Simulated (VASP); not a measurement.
Crystal: PdPt2Se3.

```
Pd Pt Se
1.0
     6.30906    0.00000    0.00000
    -3.15453    5.46381    0.00000
     0.00000    0.00000    3.70853
Pd Pt Se
1 2 3
Direct
  0.00000 0.00000 0.50000
  0.33333 0.66667 0.50000
  0.66667 0.33333 0.50000
  0.00000 0.50000 0.00000
  0.50000 0.00000 0.00000
  0.50000 0.50000 0.00000
```

The cell was generated, and may not be a known phase.

| Item | Value |
| --- | --- |
| Program | VASP 6.6.1 |
| Task | relaxation of cell and atoms |
| Functional | PBE |
| Potentials or basis | VASP PAW PBE potentials, release 64 (Pd, Pt, Se) |
| Cutoff | 600 eV |
| k mesh | 6 × 6 × 10 |
| Occupations | gaussian, width 0.1 eV |
| Spin | no spin polarisation |

At the start: pressure 0.4 GPa; volume 21.31 Å³/atom.

**Question.** How do energy, volume and symmetry change on relaxing?

**Answer.** Over 11 steps the energy falls by 4.2 meV/atom and the volume is 21.80 Å³/atom (+2.3 %); space group P6/mmm (No. 191, to 0.1 Å) before and after.

Step by step:
```tsv
step	energy change (eV)	largest force (eV/Å)	pressure (GPa)	volume (Å³)
1	0.0000	0.0000	0.43	127.84
2	-0.0050	0.0000	-0.13	128.90
3	-0.0067	0.0000	-0.93	130.42
4	-0.0083	0.0000	-0.93	130.54
5	-0.0128	0.0000	-0.92	130.91
6	-0.0194	0.0000	-0.93	131.62
7	-0.0187	0.0000	-0.86	132.95
8	-0.0216	0.0000	-0.91	132.16
9	-0.0250	0.0000	-0.33	131.29
10	-0.0255	0.0000	-0.04	130.85
11	-0.0255	0.0000	0.02	130.79
```

Final structure:
```
Pd Pt Se
1.0
     6.48742    0.00000    0.00000
    -3.24371    5.61827    0.00000
     0.00000    0.00000    3.58841
Pd Pt Se
1 2 3
Direct
  0.00000 0.00000 0.50000
  0.33333 0.66667 0.50000
  0.66667 0.33333 0.50000
  0.00000 0.50000 0.00000
  0.50000 0.00000 0.00000
  0.50000 0.50000 0.00000
```
